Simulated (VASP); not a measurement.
# Ti5S in VASP: further runs

The runs below take Ti5S through relaxation of the atoms, with PBE.

All numbers are computed with VASP 6.6.1; they aren't measurements. Logs are shortened: lines on timing, memory, paths and dates and some standing lists are left out, and cuts for length are marked.

## (1) The cell of the first run

The cell holds a slab with vacuum, 6 atoms: a = 2.938 Å, b = 2.938 Å, c = 24.712 Å, α = 90.00°, β = 90.00°, γ = 120.00°.

## (2) Relaxation of the atoms, PBE

The input, INCAR:

```
SYSTEM = Ti5S
ALGO = Fast
DIPOL = 0.5 0.5 0.392
EDIFF = 1E-6
EDIFFG = -0.025
ENCUT = 520
GGA = PE
IBRION = 2
IDIPOL = 3
ISIF = 2
ISMEAR = 0
LASPH = .TRUE.
LCHARG = .FALSE.
LDIPOL = .TRUE.
LREAL = .FALSE.
LWAVE = .FALSE.
NELM = 80
NSW = 36
PREC = Accurate
SIGMA = 0.1
```

The input, KPOINTS:

```
k-points
0
G
  9 9 1
  0 0 0
```

The input, POSCAR:

```
Ti5S
1.0
    2.9381632086      0.0000000000      0.0000000000
   -1.4690816043      2.5445239791      0.0000000000
    0.0000000000      0.0000000000     24.7117068140
Ti S
5 1
Selective dynamics
Direct
    0.6666666667      0.3333333333      0.1618666015  F F F
    0.3333333333      0.6666666667      0.2559609806  F F F
    0.6666666667      0.3333333333      0.3506708119  F F F
    0.3333333333      0.6666666667      0.4475655916  F F F
    0.6666666667      0.3333333333      0.5346335206  F F F
    0.6666666667      0.8333333333      0.6042361593  F F T
```

Potentials or basis: VASP PAW PBE potentials, release 64 (Ti_sv, S).

On the command line:

```bash
$ cat potpaw_PBE.64/Ti_sv/POTCAR potpaw_PBE.64/S/POTCAR > POTCAR
$ mpirun -np 1 vasp_std > vasp.out
```

OUTCAR:

```text
SYSTEM = Ti5S
   EDIFF = 1E-6
   EDIFFG = -0.025
   ENCUT = 520
   GGA = PE
   IBRION = 2
   ISIF = 2
   ISMEAR = 0
   LASPH = .TRUE.
   LREAL = .FALSE.
   NELM = 80
   NSW = 36
   PREC = Accurate

 ion  position               nearest neighbor table
   1  0.667  0.333  0.162-   2 2.88   2 2.88   2 2.88
   2  0.333  0.667  0.256-   1 2.88   1 2.88   1 2.88   3 2.89   3 2.89   3 2.89
   3  0.667  0.333  0.351-   2 2.89   2 2.89   2 2.89
   4  0.333  0.667  0.448-   5 2.74   5 2.74   5 2.74
   5  0.667  0.333  0.535-   6 2.26   6 2.26   4 2.74   4 2.74   4 2.74
   6  0.667  0.833  0.604-   5 2.26   5 2.26

  LATTYP: Found a hexagonal cell.
 ALAT       =     2.9381632086
 C/A-ratio  =     8.4105970498

  Lattice vectors:

 A1 = (   2.9381632086,   0.0000000000,   0.0000000000)
 A2 = (  -1.4690816043,   2.5445239791,   0.0000000000)
 A3 = (   0.0000000000,   0.0000000000,  24.7117068140)

Analysis of symmetry for initial positions (statically):
=====================================================================
 Subroutine PRICEL returns:
 Original cell was already a primitive cell.

 Routine SETGRP: Setting up the symmetry group for a
 hexagonal supercell.

 Subroutine GETGRP returns: Found  2 space group operations
 (whereof  2 operations were pure point group operations)
 out of a pool of 24 trial point group operations.

The static configuration has the point symmetry C_1h.

Analysis of symmetry for dynamics (positions and initial velocities):
=====================================================================
 Subroutine PRICEL returns:
 Original cell was already a primitive cell.

 Routine SETGRP: Setting up the symmetry group for a
 hexagonal supercell.

 Subroutine GETGRP returns: Found  2 space group operations
 (whereof  2 operations were pure point group operations)
 out of a pool of 24 trial point group operations.

The dynamic configuration has the point symmetry C_1h.

Analysis of constrained symmetry for selective dynamics:
=====================================================================
 Subroutine PRICEL returns:
 Original cell was already a primitive cell.

 Routine SETGRP: Setting up the symmetry group for a
 hexagonal supercell.

 Subroutine GETGRP returns: Found  2 space group operations
 (whereof  2 operations were pure point group operations)
 out of a pool of 24 trial point group operations.

The constrained configuration has the point symmetry C_1h.

 Subroutine INISYM returns: Found  2 space group operations
 (whereof  2 operations are pure point group operations),
 and found     1 'primitive' translations

----------------------------------------------------------------------------------------

                                     Primitive cell

  volume of cell :     184.7503

  direct lattice vectors                    reciprocal lattice vectors
     2.938163209  0.000000000  0.000000000     0.340348690  0.196500408  0.000000000
    -1.469081604  2.544523979  0.000000000     0.000000000  0.393000816  0.000000000
     0.000000000  0.000000000 24.711706814     0.000000000  0.000000000  0.040466650

  length of vectors
     2.938163209  2.938163209 24.711706814     0.393000816  0.393000816  0.040466650

  position of ions in fractional coordinates (direct lattice)
     0.666666667  0.333333333  0.161866602
     0.333333333  0.666666667  0.255960981
     0.666666667  0.333333333  0.350670812
     0.333333333  0.666666667  0.447565592
     0.666666667  0.333333333  0.534633521
     0.666666667  0.833333333  0.604236159

  ion indices of the primitive-cell ions
   primitive index   ion index
                 1           1
                 2           2
                 3           3
                 4           4
                 5           5
                 6           6

----------------------------------------------------------------------------------------

 KPOINTS: k-points

Automatic generation of k-mesh.
 Grid dimensions read from file:
 generate k-points for:    9    9    1

 Generating k-lattice:

  Cartesian coordinates                     Fractional coordinates (reciprocal lattice)
     0.037816521  0.021833379  0.000000000     0.111111111  0.000000000  0.000000000
     0.000000000  0.043666757  0.000000000     0.000000000  0.111111111  0.000000000
     0.000000000  0.000000000  0.040466650     0.000000000  0.000000000  1.000000000

  Length of vectors
     0.043666757  0.043666757  0.040466650

  Shift w.r.t. Gamma in fractional coordinates (k-lattice)
     0.000000000  0.000000000  0.000000000

 Subroutine IBZKPT returns following result:
 ===========================================

 Found     25 irreducible k-points:

 Following reciprocal coordinates:
            Coordinates               Weight
  0.000000  0.000000  0.000000      1.000000
  0.111111 -0.000000  0.000000      2.000000
  0.000000  0.111111  0.000000      4.000000
  0.222222 -0.000000  0.000000      2.000000
  0.000000  0.222222  0.000000      4.000000
  0.333333 -0.000000  0.000000      2.000000
[... 16 lines left out ...]
 -0.222222 -0.444444  0.000000      4.000000
  0.444444  0.333333  0.000000      4.000000
   k-points           NKPTS =     25   k-points in BZ     NKDIM =     25   number of bands    NBANDS=     39
   number of dos      NEDOS =    301   number of ions     NIONS =      6
   total plane-waves  NPLWV = 110592
   dimension x,y,z NGX =    24 NGY =   24 NGZ =  192
   dimension x,y,z NGXF=    48 NGYF=   48 NGZF=  384
   ions per type =               5   1
   NGX,Y,Z   is equivalent  to a cutoff of  13.58, 13.58, 12.92 a.u.
   NGXF,Y,Z  is equivalent  to a cutoff of  27.16, 27.16, 25.83 a.u.
 SYSTEM =  Ti5S
   PREC   = accura    normal or accurate (medium, high low for compatibility)
   ISTART =      0    job   : 0-new  1-cont  2-samecut
   ICHARG =      2    charge: 1-file 2-atom 10-const
   ISPIN  =      1    spin polarized calculation?
   LNONCOLLINEAR =      F non collinear calculations
   LSORBIT =      F    spin-orbit coupling
   LASPH  =      T    aspherical Exc in radial PAW
   ENCUT  =  520.0 eV  38.22 Ry    6.18 a.u.   5.46  5.46 45.95*2*pi/ulx,y,z
   NELM   =     80;   NELMIN=  2; NELMDL= -5     # of ELM steps
   EDIFF  = 0.1E-05   stopping-criterion for ELM
   LREAL  =      F    real-space projection
   EDIFFG = -.3E-01   stopping-criterion for IOM
   NSW    =     36    number of steps for IOM
   IBRION =      2    ionic relax: 0-MD 1-quasi-New 2-CG
   NFREE  =      1    steps in history (QN), initial steepest desc. (CG)
   ISIF   =      2    stress and relaxation
   ISYM   =      2    0-nonsym 1-usesym 2-fastsym
   POTIM  = 0.5000    time-step for ionic-motion
   TEBEG  =    0.0;   TEEND  =   0.0 temperature during run
   PSTRESS=    0.0 pullay stress
   NELECT =      66.0000    total number of electrons
   NUPDOWN=      -1.0000    fix difference up-down
   EMIN   =  10.00;   EMAX   =-10.00  energy-range for DOS
   EFERMI =   0.00;   METHOD = LEGACY
   ISMEAR =     0;   SIGMA  =   0.10  broadening in eV -4-tet -1-fermi 0-gaus
   EFERMI_NEDOS =   21; number of points for ismear=-14 and -15
   IALGO  =     68    algorithm
   IMIX   =      4    mixing-type and parameters
     AMIX     =   0.40;   BMIX     =  1.00
     AMIX_MAG =   1.60;   BMIX_MAG =  1.00
  volume/ion in A,a.u.               =      30.79       207.79
  Fermi-wavevector in a.u.,A,eV,Ry     =   1.161612  2.195128 18.358917  1.349342
  Thomas-Fermi vector in A             =   2.298182
   LORBIT       =      0    0 simple, 1 ext, 2 COOP (PROOUT), +10 PAW based schemes
   GGA     = PE    functional components
   LHFCALC =     F    Hartree Fock is set to
   AEXX    =    0.0000 exact exchange contribution
   IVDW    =     0    specifies the selected vdW correction
   LEPSILON=     F    determine dielectric tensor
   LRPA    =     F    only Hartree local field effects (RPA)
 conjugate gradient relaxation of ions
 non-spin polarized calculation
 RMM-DIIS sequential band-by-band and
 Gauss-broadening in eV      SIGMA  =   0.10
  energy-cutoff  :      520.00
  volume of cell :      184.75
 maximum number of plane-waves:      5059
 NGX is ok and might be reduce to    24
   NGX = 11   NGY = 11   NGZ = 91

 dipolmoment           0.000000      0.000000     -0.260205 electrons x Angstroem

--------------------------------------- Ionic step        1  -------------------------------------------

 number of electron      65.9999991 magnetization

 Free energy of the ion-electron system (eV)
  ---------------------------------------------------
  ext. energy  EPLUGINS =         0.00000000
  ---------------------------------------------------
  free energy    TOTEN  =       -43.09744616 eV

  energy without entropy =      -43.05714454  energy(sigma->0) =      -43.07729535

------------------------ aborting loop EDIFF was not reached (unconverged)  ----------------------------

  FORCE on cell =-STRESS in cart. coord.  units (eV):
  Direction    XX          YY          ZZ          XY          YZ          ZX
  --------------------------------------------------------------------------------------
  -------------------------------------------------------------------------------------
  Total        1.7783811      4.4674919      1.0818821     -2.3288382     -0.1155124     -0.2000736
  in kB       15.4223379     38.7426342      9.3822139    -20.1959690     -1.0017373     -1.7350623
  external PRESSURE =      21.1823953 kB  Pullay stress =       0.0000000 kB
[... 147 lines left out ...]
--------------------------------------- Ionic step        5  -------------------------------------------

 number of electron      65.9999991 magnetization

 dipolmoment           0.000000      0.000000      0.036512 electrons x Angstroem

 Free energy of the ion-electron system (eV)
  ---------------------------------------------------
  ext. energy  EPLUGINS =         0.00000000
  ---------------------------------------------------
  free energy    TOTEN  =       -43.11106928 eV

  energy without entropy =      -43.07037314  energy(sigma->0) =      -43.09072121

 E-fermi :   2.3945     XC(G=0):  -6.9204

 val. band max:        2.3852309849   @ k =   0.3333  -0.0000   0.0000
 cond. band min:       2.4049712159   @ k =  -0.4444   0.3333   0.0000
 fundamental gap:      0.0197402310
 Fermi energy:         2.3945024873

 k-point     1 :       0.0000    0.0000    0.0000
  band No.  band energies     occupation
      1     -54.5672      2.00000
      2     -54.4073      2.00000
      3     -54.3438      2.00000
      4     -54.3134      2.00000
      5     -54.1974      2.00000
      6     -31.0035      2.00000
[... 997 lines left out ...]
     38       2.9393      0.00000
     39       3.7329      0.00000

 [... further k-points ...]

------------------------ aborting loop because EDIFF is reached ----------------------------------------

 vacuum level on the upper side and lower side of the slab       (xc-potential included)         0.422        -0.604

  FORCE on cell =-STRESS in cart. coord.  units (eV):
  Direction    XX          YY          ZZ          XY          YZ          ZX
  --------------------------------------------------------------------------------------
  -------------------------------------------------------------------------------------
  Total        1.5088454      3.8958404      0.2741148     -2.0671984     -0.1013007     -0.1754582
  in kB       13.0848911     33.7852032      2.3771572    -17.9269962     -0.8784920     -1.5215946
  external PRESSURE =      16.4157505 kB  Pullay stress =       0.0000000 kB
[... 21 lines left out ...]
  FREE ENERGIE OF THE ION-ELECTRON SYSTEM (eV)
  ---------------------------------------------------
  free  energy   TOTEN  =       -43.1110692789 eV

  energy  without entropy=      -43.0703731423  energy(sigma->0) =      -43.09072121

 reached required accuracy - stopping structural energy minimisation

 vacuum level on the upper side and lower side of the slab         7.664         6.659
```

Wall time 55 min (1 thread of Oxide Virtual Turin-like, shared host); peak memory 0.39 GiB.

What came out:

| Quantity | Value |
| --- | --- |
| Free energy | -43.1111 eV |
| Energy gained by relaxing | 2.3 meV/atom |
| Ionic steps | 5 |
| Band gap on the k mesh | zero (bands 33 and 34 overlap by 0.94 eV) |

Step by step:
| step | energy change (eV) | largest force on free atoms (eV/Å) | pressure (GPa) |
| --- | --- | --- | --- |
| 1 | 0.0000 | 0.5598 | 2.12 |
| 2 | -0.0113 | 0.2303 | 1.89 |
| 3 | -0.0132 | 0.0947 | 1.75 |
| 4 | -0.0124 | 0.1582 | 1.48 |
| 5 | -0.0136 | 0.0017 | 1.64 |

Final structure:
```xyz
6
Lattice="2.9382 0.0000 0.0000 -1.4691 2.5445 0.0000 0.0000 0.0000 24.7117" Properties=species:S:1:pos:R:3 pbc="T T T"
Ti    1.4691    0.8482    4.0000
Ti    0.0000    1.6963    6.3252
Ti    1.4691    0.8482    8.6657
Ti    0.0000    1.6963   11.0601
Ti    1.4691    0.8482   13.2117
S     0.7345    2.1204   14.9794
```

Levels at points of the mesh, in eV from the Fermi level:
```tsv
k point	band 29	band 30	band 31	band 32	band 33	band 34	band 35	band 36	band 37	band 38
(0.00, 0.00, 0.00)	-0.12	0.13	0.42	0.58	0.61	0.66	0.68	0.73	0.75	0.78
```

## (3) Relaxation of the atoms, PBE

The input, INCAR:

```
SYSTEM = Ti5S
  ALGO = Fast
  DIPOL = 0.5 0.5 0.395
  EDIFF = 1E-7
  EDIFFG = -0.025
  ENCUT = 520
  GGA = PE
  IBRION = 2
  IDIPOL = 3
  ISIF = 2
  ISMEAR = 0
  LASPH = .True.
  LCHARG = .False.
  LDIPOL = .True.
  LREAL = .False.
  LWAVE = .False.
  NELM = 100
  NSW = 36
  PREC = Accurate
  SIGMA = 0.1
```

The input, KPOINTS:

```
k-points
0
Gamma
  9 9 1
  0 0 0
```

POSCAR: that of step 2 with these lines changed.

```diff
@@ -14,2 +14,2 @@
     0.6666666667      0.3333333333      0.5346335206  F F F
-    0.6666666667      0.8333333333      0.6042361593  F F T
+    1.0000000000      0.5000000000      0.6163761544  F F T
```

Potentials or basis: VASP PAW PBE potentials, release 64 (Ti_sv, S).

On the command line:

```bash
$ cat potpaw_PBE.64/Ti_sv/POTCAR potpaw_PBE.64/S/POTCAR > POTCAR
$ mpirun -np 1 vasp_std > vasp.out
```

It took 28 min on 1 thread of Oxide Virtual Turin-like, shared host; peak memory 0.39 GiB.

It converged, with:

```yaml
Free_energy: -42.5471 eV
Energy_gained_by_relaxing: 0.0 meV/atom
Ionic_steps: 3
Band_gap_on_the_k_mesh: zero (bands 33 and 34 overlap by 1.06 eV)
```

Step by step:
```
step  energy change (eV)  largest force on free atoms (eV/Å)  pressure (GPa)
   1              0.0000                              0.0649            0.69
   2             -0.0002                              0.0278            0.66
   3             -0.0002                              0.0242            0.66
```

Final structure:
```
Ti S
1.0
     2.93816    0.00000    0.00000
    -1.46908    2.54452    0.00000
     0.00000    0.00000   24.71171
Ti S
5 1
Direct
  0.66667 0.33333 0.16187
  0.33333 0.66667 0.25596
  0.66667 0.33333 0.35067
  0.33333 0.66667 0.44757
  0.66667 0.33333 0.53463
  0.00000 0.50000 0.61652
```

Levels at points of the mesh, in eV from the Fermi level:
```csv
k point,band 29,band 30,band 31,band 32,band 33,band 34,band 35,band 36,band 37,band 38
"(0.00, 0.00, 0.00)",0.13,0.39,0.40,0.55,0.67,0.69,0.70,0.75,0.75,0.80
```
